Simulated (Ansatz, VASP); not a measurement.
## Fe: VASP beside Ansatz

```
Fe
1.0
    -1.38080    1.38080    1.38080
     1.38080   -1.38080    1.38080
     1.38080    1.38080   -1.38080
Fe
1
Direct
  0.00000 0.00000 0.00000
```

Alike in both runs: task single point; functional PBE; k mesh 3 × 3 × 3; occupations fermi-dirac, width 0.1 eV; no spin polarisation.

|  | VASP | Ansatz |
| --- | --- | --- |
| version | VASP 6.6.1 | Ansatz 0.2.0 |
| potentials or method | VASP PAW PBE potentials, release 64 (Fe), cutoff 600 eV | plane waves (420 eV) with PAW, scalar-relativistic |
| valence electrons in the cell | 8 | 16 |

|  | VASP | Ansatz | Ansatz less VASP |
| --- | --- | --- | --- |
| pressure (GPa) | 16.9 | 17.9 | +0.98 |

The functional is the same, so the differences come from potentials, cutoffs and numerics. VASP's potentials hold 8 valence electrons a cell and Ansatz's 16, so a difference there can come from the potentials and not from the codes.

The k mesh is coarse, so the values compare programs but aren't converged.
